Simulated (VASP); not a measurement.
Here is a VASP 6.6.1 calculation.

File INCAR:

```
PREC = Accurate ; ENCUT = 520
EDIFF = 1E-7 ; ISMEAR = 0
SIGMA = 0.15 ; LREAL = Auto
LASPH = T ; NELM = 100
ALGO = Normal ; ISIF = 2
LWAVE = F ; LCHARG = F
GGA = PS ; NBANDS = 70
```

File KPOINTS:

```
regular mesh
0
Gamma
  3 3 3
```

File POSCAR:

```
Al32H
1.0
    8.1000000000      0.0000000000      0.0000000000
    0.0000000000      8.1000000000      0.0000000000
    0.0000000000      0.0000000000      8.1000000000
Al H
32 1
Direct
    0.5023958025      0.0036356790      0.0038206173
    0.7501323457      0.2513444444      0.0015998765
    0.7501288889      0.0014158025      0.2515293827
   -0.0008288889      0.0004503704      0.0006271605
    0.2496282716      0.2496869136      0.0014050617
    0.4992411111      0.5003913580      0.0006675309
    0.7484283951      0.7508711111      0.0014150617
    0.2496282716      0.0012146914      0.2498577778
    0.5001813580      0.2513702469      0.2515581481
    0.7495728395      0.5004240741      0.2510208642
    0.4992303704      0.0004793827      0.5005816049
    0.7495658025      0.2508370370      0.5006074074
    0.7484175309      0.0012222222      0.7510558025
   -0.0020882716      0.4991608642      0.0029653086
    0.2403762963      0.7414788889      0.0159498765
   -0.0008306173      0.2508167901      0.2509943210
    0.2498012346      0.4982412346      0.2548807407
    0.5000122222      0.7508727160      0.2499071605
   -0.0020986420      0.0027819753      0.4993349383
    0.2497959259      0.2547090123      0.4983944444
    0.5015588889      0.4992041975      0.4993880247
    0.7534130864      0.7510437037      0.4984966667
    0.2403444444      0.0158213580      0.7416488889
    0.5000103704      0.2497255556      0.7510574074
    0.7534158025      0.4983200000      0.7512274074
   -0.0030151852      0.7510343210      0.2548656790
   -0.0001827160      0.5011156790      0.5012849383
    0.2508407407      0.7521032099      0.5015227160
   -0.0030386420      0.2546970370      0.7512117284
    0.2508359259      0.5013285185      0.7522749383
    0.5143453086      0.7416324691      0.7418341975
    0.0001040741      0.7521127160      0.7522895062
    0.3442403704      0.8457719753      0.8458956790
```

Potentials or basis: VASP PAW PBE potentials, release 64 (Al, H).

Command:

```console
$ cat potpaw_PBE.64/Al/POTCAR potpaw_PBE.64/H/POTCAR > POTCAR
$ mpirun -np 1 vasp_std > vasp.out
```

Question: Estimate the band gap on the k mesh.

Answer: Zero (an odd number of electrons rules out a gap without spin polarisation).

Question: Estimate the pressure.

Answer: -1.0 GPa.

Question: Predict the largest force.

Answer: 0.301 eV/Å.

Stress tensor (GPa, compression positive):
```
-0.97 -0.18 -0.18
-0.18 -0.96 -0.19
-0.18 -0.19 -0.96
```

Caveat: the PAW data sets were made with another functional, which shifts forces and pressure a little.
